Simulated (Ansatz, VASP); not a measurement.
Zn: VASP beside Ansatz

```
CELL_PARAMETERS angstrom
0.00000 2.01390 1.86654
2.01390 0.00000 1.86654
2.01390 2.01390 0.00000
ATOMIC_POSITIONS crystal
Zn 0.00000 0.00000 0.00000
```

Change from the starting cell: strain +0.025 along x and y, -0.050 along z, atoms carried along.

Alike in both runs: task single point; functional PBE; k mesh 20 × 20 × 20; occupations gaussian, width 0.15 eV; no spin polarisation.

```csv
,VASP,Ansatz
version,VASP 6.6.1,Ansatz 0.2.0
potentials or method,"VASP PAW PBE potentials, release 64 (Zn), cutoff 520 eV","scalar-relativistic, plane waves, PAW"
valence electrons in the cell,12,12
```

Ansatz gave:

```
gap on the k mesh at the Fermi level (eV)                     : none
pressure (GPa)                                                : 0.3
traceless stress, the component that is largest in VASP (GPa) : 1.77
```

Q: What did VASP give for the same quantities?

A: gap on the k mesh at the Fermi level (eV): none; pressure (GPa): 0.6; traceless stress, the component that is largest in VASP (GPa): 1.77.

A gap of «none» marks a metal or a gap that the smearing closes.
